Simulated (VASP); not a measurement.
# Hf (P6_3/mmc) in VASP: further runs

The runs below take Hf through single point, relaxation of cell and atoms, with LDA.

All numbers are computed with VASP 6.6.1; they aren't measurements. Logs are shortened: lines on timing, memory, paths and dates and some standing lists are left out, and cuts for length are marked.

**1. The cell of the first run**

Symmetry: P6_3/mmc, No. 194, hexagonal system. The conventional cell has a = 3.192 Å, b = 3.192 Å, c = 5.045 Å, α = 90.00°, β = 90.00°, γ = 120.00°. Hf (site symmetry -6m2) has 12 Hf at 3.12 to 3.19 Å within 4.1 Å.

**2. Single point, LDA**

INCAR reads:

```
SYSTEM = Hf
  PREC = Accurate
  ENCUT = 520
  EDIFF = 1E-6
  ISMEAR = 0
  SIGMA = 0.1
  LREAL = .FALSE.
  LASPH = .TRUE.
  NELM = 100
  ALGO = Fast
  ISIF = 2
  LWAVE = .FALSE.
  LCHARG = .FALSE.
  GGA = CA
  NBANDS = 17
```

KPOINTS reads:

```
Automatic mesh
0
G
  6 6 4
  0 0 0
```

POSCAR reads:

```
Hf
1.0
    3.1923846300      0.0000000000      0.0000000000
   -1.5961923200      2.7646861900      0.0000000000
    0.0000000000      0.0000000000      5.0450416400
Hf
2
Direct
    0.3333333300      0.6666666700      0.2500000000
    0.6666666700      0.3333333300      0.7500000000
```

Potentials or basis: VASP PAW LDA potentials, release 64 (Hf_pv).

The run is started by

```sh
$ cat potpaw_LDA.64/Hf_pv/POTCAR > POTCAR
$ mpirun -np 1 vasp_std > vasp.out
```

OUTCAR:

```text
SYSTEM = Hf
   PREC = Accurate
   ENCUT = 520
   EDIFF = 1E-6
   ISMEAR = 0
   LREAL = .FALSE.
   LASPH = .TRUE.
   NELM = 100
   ISIF = 2
   GGA = CA

 ion  position               nearest neighbor table
   1  0.333  0.667  0.250-   2 3.12   2 3.12   2 3.12   2 3.12   2 3.12   2 3.12
   2  0.667  0.333  0.750-   1 3.12   1 3.12   1 3.12   1 3.12   1 3.12   1 3.12

  LATTYP: Found a hexagonal cell.
 ALAT       =     3.1923846300
 C/A-ratio  =     1.5803364020

  Lattice vectors:

 A1 = (   3.1923846300,   0.0000000000,   0.0000000000)
 A2 = (  -1.5961923200,   2.7646861900,   0.0000000000)
 A3 = (   0.0000000000,   0.0000000000,   5.0450416400)

Analysis of symmetry for initial positions (statically):
=====================================================================
 Subroutine PRICEL returns:
 Original cell was already a primitive cell.

 Routine SETGRP: Setting up the symmetry group for a
 hexagonal supercell.

 Subroutine GETGRP returns: Found 24 space group operations
 (whereof 12 operations were pure point group operations)
 out of a pool of 24 trial point group operations.

The static configuration has the point symmetry D_3d.
 The point group associated with its full space group is D_6h.

Analysis of symmetry for dynamics (positions and initial velocities):
=====================================================================
 Subroutine PRICEL returns:
 Original cell was already a primitive cell.

 Routine SETGRP: Setting up the symmetry group for a
 hexagonal supercell.

 Subroutine GETGRP returns: Found 24 space group operations
 (whereof 12 operations were pure point group operations)
 out of a pool of 24 trial point group operations.

The dynamic configuration has the point symmetry D_3d.
 The point group associated with its full space group is D_6h.

 Subroutine INISYM returns: Found 24 space group operations
 (whereof 12 operations are pure point group operations),
 and found     1 'primitive' translations

----------------------------------------------------------------------------------------

                                     Primitive cell

  volume of cell :      44.5272

  direct lattice vectors                    reciprocal lattice vectors
     3.192384630  0.000000000  0.000000000     0.313245463  0.180852353  0.000000000
    -1.596192320  2.764686190  0.000000000     0.000000000  0.361704704  0.000000000
     0.000000000  0.000000000  5.045041640     0.000000000  0.000000000  0.198214419

  length of vectors
     3.192384630  3.192384634  5.045041640     0.361704704  0.361704704  0.198214419

  position of ions in fractional coordinates (direct lattice)
     0.333333330  0.666666670  0.250000000
     0.666666670  0.333333330  0.750000000

  ion indices of the primitive-cell ions
   primitive index   ion index
                 1           1
                 2           2

----------------------------------------------------------------------------------------

 KPOINTS: Automatic mesh

Automatic generation of k-mesh.
 Grid dimensions read from file:
 generate k-points for:    6    6    4

 Generating k-lattice:

  Cartesian coordinates                     Fractional coordinates (reciprocal lattice)
     0.052207577  0.030142059  0.000000000     0.166666667  0.000000000  0.000000000
     0.000000000  0.060284117  0.000000000     0.000000000  0.166666667  0.000000000
     0.000000000  0.000000000  0.049553605     0.000000000  0.000000000  0.250000000

  Length of vectors
     0.060284117  0.060284117  0.049553605

  Shift w.r.t. Gamma in fractional coordinates (k-lattice)
     0.000000000  0.000000000  0.000000000

 Subroutine IBZKPT returns following result:
 ===========================================

 Found     21 irreducible k-points:

 Following reciprocal coordinates:
            Coordinates               Weight
  0.000000  0.000000  0.000000      1.000000
  0.166667  0.000000  0.000000      6.000000
  0.333333  0.000000  0.000000      6.000000
  0.500000  0.000000  0.000000      3.000000
  0.166667  0.166667  0.000000      6.000000
  0.333333  0.166667  0.000000     12.000000
[... 13 lines left out ...]
  0.333333  0.166667  0.500000     12.000000
  0.333333  0.333333  0.500000      2.000000
   k-points           NKPTS =     21   k-points in BZ     NKDIM =     21   number of bands    NBANDS=     17
   number of dos      NEDOS =    301   number of ions     NIONS =      2
   total plane-waves  NPLWV =  23040
   dimension x,y,z NGX =    24 NGY =   24 NGZ =   40
   dimension x,y,z NGXF=    48 NGYF=   48 NGZF=   80
   ions per type =               2
   NGX,Y,Z   is equivalent  to a cutoff of  12.50, 12.50, 13.18 a.u.
   NGXF,Y,Z  is equivalent  to a cutoff of  25.00, 25.00, 26.36 a.u.
 SYSTEM =  Hf
   PREC   = accura    normal or accurate (medium, high low for compatibility)
   ISTART =      0    job   : 0-new  1-cont  2-samecut
   ICHARG =      2    charge: 1-file 2-atom 10-const
   ISPIN  =      1    spin polarized calculation?
   LNONCOLLINEAR =      F non collinear calculations
   LSORBIT =      F    spin-orbit coupling
   LASPH  =      T    aspherical Exc in radial PAW
   ENCUT  =  520.0 eV  38.22 Ry    6.18 a.u.   5.94  5.94  9.38*2*pi/ulx,y,z
   NELM   =    100;   NELMIN=  2; NELMDL= -5     # of ELM steps
   EDIFF  = 0.1E-05   stopping-criterion for ELM
   LREAL  =      F    real-space projection
   EDIFFG = 0.1E-04   stopping-criterion for IOM
   NSW    =      0    number of steps for IOM
   IBRION =     -1    ionic relax: 0-MD 1-quasi-New 2-CG
   NFREE  =      0    steps in history (QN), initial steepest desc. (CG)
   ISIF   =      2    stress and relaxation
   ISYM   =      2    0-nonsym 1-usesym 2-fastsym
   POTIM  = 0.5000    time-step for ionic-motion
   TEBEG  =    0.0;   TEEND  =   0.0 temperature during run
   PSTRESS=    0.0 pullay stress
   NELECT =      20.0000    total number of electrons
   NUPDOWN=      -1.0000    fix difference up-down
   EMIN   =  10.00;   EMAX   =-10.00  energy-range for DOS
   EFERMI =   0.00;   METHOD = LEGACY
   ISMEAR =     0;   SIGMA  =   0.10  broadening in eV -4-tet -1-fermi 0-gaus
   EFERMI_NEDOS =   21; number of points for ismear=-14 and -15
   IALGO  =     68    algorithm
   IMIX   =      4    mixing-type and parameters
     AMIX     =   0.40;   BMIX     =  1.00
     AMIX_MAG =   1.60;   BMIX_MAG =  1.00
  volume/ion in A,a.u.               =      22.26       150.24
  Fermi-wavevector in a.u.,A,eV,Ry     =   1.253746  2.369236 21.386713  1.571879
  Thomas-Fermi vector in A             =   2.387584
   LORBIT       =      0    0 simple, 1 ext, 2 COOP (PROOUT), +10 PAW based schemes
   GGA     = CA    functional components
   LHFCALC =     F    Hartree Fock is set to
   AEXX    =    0.0000 exact exchange contribution
   IVDW    =     0    specifies the selected vdW correction
   LEPSILON=     F    determine dielectric tensor
   LRPA    =     F    only Hartree local field effects (RPA)
 non-spin polarized calculation
 RMM-DIIS sequential band-by-band and
 Gauss-broadening in eV      SIGMA  =   0.10
  energy-cutoff  :      520.00
  volume of cell :       44.53
 maximum number of plane-waves:      1236
 NGX is ok and might be reduce to    24
   NGX = 11   NGY = 11   NGZ = 19

 number of electron      20.0000003 magnetization

 Free energy of the ion-electron system (eV)
  ---------------------------------------------------
  ext. energy  EPLUGINS =         0.00000000
  ---------------------------------------------------
  free energy    TOTEN  =       -21.30149881 eV

  energy without entropy =      -21.28463097  energy(sigma->0) =      -21.29306489

 E-fermi :   4.8847     XC(G=0): -11.4927

 val. band max:        4.7569086670   @ k =   0.1667   0.0000   0.0000
 cond. band min:       4.8885586199   @ k =   0.1667   0.0000   0.2500
 fundamental gap:      0.1316499529
 Fermi energy:         4.8846851475

 k-point     1 :       0.0000    0.0000    0.0000
  band No.  band energies     occupation
      1     -26.1108      2.00000
      2     -25.3394      2.00000
      3     -25.3394      2.00000
      4     -25.2078      2.00000
      5     -25.2057      2.00000
      6     -25.2057      2.00000
[... 9 lines left out ...]
     16       7.3633      0.00000
     17      10.0919      0.00000

 k-point     2 :       0.1667    0.0000    0.0000
  band No.  band energies     occupation
      1     -26.0388      2.00000
      2     -25.4873      2.00000
      3     -25.3880      2.00000
      4     -25.3589      2.00000
      5     -25.2426      2.00000
      6     -25.2264      2.00000
[... 9 lines left out ...]
     16       7.4903      0.00000
     17      10.5793      0.00000

 k-point     3 :       0.3333    0.0000    0.0000
  band No.  band energies     occupation
      1     -25.8625      2.00000
      2     -25.7826      2.00000
      3     -25.6430      2.00000
      4     -25.4784      2.00000
      5     -25.3438      2.00000
      6     -25.2731      2.00000
[... 9 lines left out ...]
     16       9.4125      0.00000
     17      11.0886      0.00000

 k-point     4 :       0.5000    0.0000    0.0000
  band No.  band energies     occupation
      1     -25.9287      2.00000
      2     -25.7760      2.00000
      3     -25.7304      2.00000
      4     -25.5214      2.00000
      5     -25.4381      2.00000
      6     -25.2979      2.00000
[... 9 lines left out ...]
     16      11.2290      0.00000
     17      11.8947      0.00000

 k-point     5 :       0.1667    0.1667    0.0000
  band No.  band energies     occupation
      1     -25.9131      2.00000
      2     -25.6421      2.00000
      3     -25.6277      2.00000
      4     -25.4287      2.00000
      5     -25.3121      2.00000
      6     -25.3050      2.00000
[... 9 lines left out ...]
     16       9.2188      0.00000
     17      10.7361      0.00000

 k-point     6 :       0.3333    0.1667    0.0000
  band No.  band energies     occupation
      1     -25.8530      2.00000
      2     -25.7329      2.00000
      3     -25.7280      2.00000
      4     -25.5684      2.00000
      5     -25.4356      2.00000
      6     -25.3846      2.00000
[... 9 lines left out ...]
     16      10.7990      0.00000
     17      11.4732      0.00000

 k-point     7 :       0.3333    0.3333    0.0000
  band No.  band energies     occupation
      1     -25.8214      2.00000
      2     -25.6820      2.00000
      3     -25.6820      2.00000
      4     -25.5746      2.00000
      5     -25.5746      2.00000
      6     -25.5314      2.00000
[... 9 lines left out ...]
     16      10.4948      0.00000
     17      10.5031      0.00000

 k-point     8 :       0.0000    0.0000    0.2500
  band No.  band energies     occupation
      1     -25.9867      2.00000
      2     -25.3489      2.00000
      3     -25.3200      2.00000
      4     -25.3200      2.00000
      5     -25.2254      2.00000
      6     -25.2254      2.00000
[... 9 lines left out ...]
     16       8.1719      0.00000
     17      10.2052      0.00000
[... 143 lines left out ...]
      1     -25.7150      2.00000
      2     -25.7150      2.00000
      3     -25.3593      2.00000
      4     -25.3593      2.00000
      5     -25.3078      2.00000
      6     -25.3078      2.00000
[... 9 lines left out ...]
     16       9.4111      0.00000
     17       9.6443      0.00000

 k-point    17 :       0.3333    0.0000    0.5000
  band No.  band energies     occupation
      1     -25.8888      2.00000
      2     -25.8888      2.00000
      3     -25.4254      2.00000
      4     -25.4254      2.00000
      5     -25.3768      2.00000
      6     -25.3768      2.00000
[... 9 lines left out ...]
     16       9.9462      0.00000
     17      10.0359      0.00000

 k-point    18 :       0.5000    0.0000    0.5000
  band No.  band energies     occupation
      1     -26.0031      2.00000
      2     -26.0031      2.00000
      3     -25.4260      2.00000
      4     -25.4260      2.00000
      5     -25.4109      2.00000
      6     -25.4109      2.00000
[... 9 lines left out ...]
     16      10.8958      0.00000
     17      10.9350      0.00000

 k-point    19 :       0.1667    0.1667    0.5000
  band No.  band energies     occupation
      1     -25.8174      2.00000
      2     -25.8174      2.00000
      3     -25.4460      2.00000
      4     -25.4460      2.00000
      5     -25.3531      2.00000
      6     -25.3531      2.00000
[... 9 lines left out ...]
     16       9.4548      0.00000
     17      10.3266      0.00000

 k-point    20 :       0.3333    0.1667    0.5000
  band No.  band energies     occupation
      1     -25.9401      2.00000
      2     -25.9401      2.00000
      3     -25.5433      2.00000
      4     -25.5433      2.00000
      5     -25.3618      2.00000
      6     -25.3618      2.00000
[... 9 lines left out ...]
     16      10.3553      0.00000
     17      11.6308      0.00000

 k-point    21 :       0.3333    0.3333    0.5000
  band No.  band energies     occupation
      1     -25.8983      2.00000
      2     -25.8983      2.00000
      3     -25.6786      2.00000
      4     -25.6786      2.00000
      5     -25.3476      2.00000
      6     -25.3476      2.00000
[... 9 lines left out ...]
     16       9.8325      0.00000
     17      13.4592      0.00000

------------------------ aborting loop because EDIFF is reached ----------------------------------------

  FORCE on cell =-STRESS in cart. coord.  units (eV):
  Direction    XX          YY          ZZ          XY          YZ          ZX
  --------------------------------------------------------------------------------------
  -------------------------------------------------------------------------------------
  Total       -2.0181082     -2.0181082     -1.8811541      0.0000000      0.0000000      0.0000000
  in kB      -72.6154803    -72.6154803    -67.6876054      0.0000001      0.0000000      0.0000000
  external PRESSURE =     -70.9728553 kB  Pullay stress =       0.0000000 kB

 VOLUME and BASIS-vectors are now :
 -----------------------------------------------------------------------------
  energy-cutoff  :      520.00
  volume of cell :       44.53
      direct lattice vectors                 reciprocal lattice vectors
     3.192384630  0.000000000  0.000000000     0.313245463  0.180852353  0.000000000
    -1.596192320  2.764686190  0.000000000     0.000000000  0.361704704  0.000000000
     0.000000000  0.000000000  5.045041640     0.000000000  0.000000000  0.198214419

 POSITION                                       TOTAL-FORCE (eV/Angst)
 -----------------------------------------------------------------------------------
     -0.00000      1.84312      1.26126         0.000000      0.000000      0.000000
      1.59619      0.92156      3.78378        -0.000000     -0.000000      0.000000
 -----------------------------------------------------------------------------------
    total drift:                               -0.000002      0.000001     -0.000000

  FREE ENERGIE OF THE ION-ELECTRON SYSTEM (eV)
  ---------------------------------------------------
  free  energy   TOTEN  =       -21.3014988055 eV

  energy  without entropy=      -21.2846309677  energy(sigma->0) =      -21.29306489
```

Run time: 7.7 s. Hardware: 1 thread of Intel Xeon 6975P-C (Granite Rapids), shared host; peak memory 0.14 GiB.

Results:

| Item | Value |
| --- | --- |
| Free energy | -21.3015 eV |
| Pressure | -7.1 GPa |
| Band gap on the k mesh | zero (band 10 reaches 5.93 eV, above the bottom of band 11 at 4.69 eV) |

Caveat: the k points lie up to 0.38 Å⁻¹ apart; spin-orbit coupling is left out, which moves the levels of the heavy elements.

**3. Single point, LDA**

This run uses another cell than the first one, of 20.83 Å³/atom, 0.935 times its volume.

INCAR reads:

```
SYSTEM = Hf
PREC = Accurate ; ENCUT = 520
EDIFF = 1E-6 ; ISMEAR = 0
SIGMA = 0.1 ; LREAL = .False.
LASPH = .True. ; NELM = 100
ALGO = Normal ; ISIF = 2
LWAVE = .False. ; LCHARG = .False.
NBANDS = 17
```

KPOINTS reads:

```
regular mesh
0
Gamma
  12 12 8
  0 0 0
```

POSCAR reads:

```
Hf
1.0
    3.1181299126      0.0000000028      0.0000000000
   -1.5590649587      2.7003797152      0.0000000000
    0.0000000000      0.0000000000      4.9468960064
Hf
2
Direct
    0.3333333333      0.6666666667      0.2500000000
    0.6666666667      0.3333333333      0.7500000000
```

Potentials or basis: VASP PAW LDA potentials, release 64 (Hf_pv).

The run is started by

```sh
$ cat potpaw_LDA.64/Hf_pv/POTCAR > POTCAR
$ mpirun -np 1 vasp_std > vasp.out
```

Run time: 25 s. Hardware: 1 thread of Intel Xeon 6975P-C (Granite Rapids), shared host; peak memory 0.17 GiB.

Results (log left out):

```yaml
Free_energy: -21.3928 eV
Pressure: 0.1 GPa
Band_gap_on_the_k_mesh: zero (band 10 reaches 6.43 eV, above the bottom of band 11 at 5.03 eV)
```

Levels at points of the mesh, in eV from the Fermi level:
```csv
k point,band 8,band 9,band 10,band 11,band 12,band 13
"(0.00, 0.00, 0.00)",-3.95,1.04,1.11,1.11,1.39,2.00
"(0.50, 0.00, 0.00)",-3.05,-2.48,-0.57,0.70,0.93,1.76
"(0.00, 0.00, 0.50)",-5.46,0.09,0.09,1.00,1.00,1.00
"(0.50, 0.00, 0.50)",-3.65,-1.17,-1.17,1.54,1.54,2.74
```

Caveat: spin-orbit coupling is left out, which moves the levels of the heavy elements.

[end of part 1 of 3]
